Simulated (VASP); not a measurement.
Write the native input for VASP 6.6.1 that does the following.

```yaml
Task: single point
Functional: LDA
Potentials_or_basis: VASP PAW LDA potentials, release 64 (Mg, Si)
Cutoff: 600 eV
k_mesh: 4 × 4 × 4
Occupations: gaussian, width 0.01 eV
Spin: no spin polarisation
Dipole_correction: no
Further_INCAR_settings: ALGO = Normal; EDIFF = 1e-06; NBANDS = 11
```

The structure of Mg2Si lies in POSCAR:

```
Mg2Si
1.0
    0.0000000000      3.1689705500      3.1689705500
    3.1689705500      0.0000000000      3.1689705500
    3.1689705500      3.1689705500      0.0000000000
Mg Si
2 1
Direct
    0.2500000000      0.2500000000      0.2500000000
    0.7500000000      0.7500000000      0.7500000000
    0.0000000000      0.0000000000      0.0000000000
```

These files were run (other wordings do the same):

INCAR

```
ALGO = Normal ; EDIFF = 1E-6
ENCUT = 600 ; GGA_COMPAT = False
ISIF = 2 ; ISMEAR = 0
LASPH = True ; LCHARG = False
LREAL = False ; LWAVE = False
NBANDS = 11 ; NELM = 120
PREC = Accurate ; SIGMA = 0.01
```

KPOINTS

```
k-points
0
Gamma
  4 4 4
```

Potentials or basis: VASP PAW LDA potentials, release 64 (Mg, Si).

Run with:

```sh
$ cat potpaw_LDA.64/Mg/POTCAR potpaw_LDA.64/Si/POTCAR > POTCAR
$ mpirun -np 1 vasp_std > vasp.out
```

It gave:

```yaml
Pressure: -2.4 GPa
Band_gap_on_the_k_mesh: 0.11 eV, indirect (least direct gap 1.77 eV)
```

Caveat: the k points lie up to 0.43 Å⁻¹ apart.

Run time: 12 s on 1 thread of Intel Xeon 8259CL (shared host), peak memory 0.17 GiB.
